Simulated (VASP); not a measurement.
A run of VASP 6.6.1:

File INCAR:

```
PREC     = Accurate       # precision mode
ENCUT    = 520            # plane-wave cutoff, eV
EDIFF    = 1E-7           # SCF threshold, eV
ISMEAR   = 0              # smearing method
SIGMA    = 0.02           # smearing width, eV
LREAL    = False          # projectors in reciprocal space
LASPH    = True           # aspherical terms in the spheres
NELM     = 100            # most SCF steps
ALGO     = Normal         # electronic algorithm
ISIF     = 2              # what is computed and relaxed
LWAVE    = False          # write WAVECAR
LCHARG   = False          # write CHGCAR
GGA      = PE             # functional
NBANDS   = 56             # bands
```

Contents of KPOINTS:

```
regular mesh
0
Gamma
  4 4 4
```

POSCAR

```
Zr3SiO8
1.0
    6.1127082401      0.0000000000      0.0000000000
    0.0000000000      6.1127082401      0.0000000000
    0.0000000000      0.0000000000      8.7322477439
Zr Si O
3 1 8
Direct
    0.5000000000      0.0000000000      0.2778983734
    0.0000000000      0.5000000000      0.7221016266
    0.5000000000      0.5000000000      0.0000000000
    0.0000000000      0.0000000000      0.5000000000
    0.0000000000      0.7766374607      0.6046498115
    0.5000000000      0.2478812356      0.1381697641
    0.0000000000      0.2233625393      0.6046498115
    0.5000000000      0.7521187644      0.1381697641
    0.2233625393      0.0000000000      0.3953501885
    0.7521187644      0.5000000000      0.8618302359
    0.7766374607      0.0000000000      0.3953501885
    0.2478812356      0.5000000000      0.8618302359
```

Potentials or basis: VASP PAW PBE potentials, release 64 (Zr_sv, Si, O).

Command:

```sh
$ cat potpaw_PBE.64/Zr_sv/POTCAR potpaw_PBE.64/Si/POTCAR potpaw_PBE.64/O/POTCAR > POTCAR
$ mpirun -np 1 vasp_std > vasp.out
```

Hardware: 1 thread of Oxide Virtual Turin-like Processor, on a shared host.

Question: Estimate the wall time of this run.

Answer: Run time: 20 min on 1 thread of Oxide Virtual Turin-like Processor, with other jobs on the host, peak memory 0.5 GiB. Counts: scf iterations 18, k points 18.
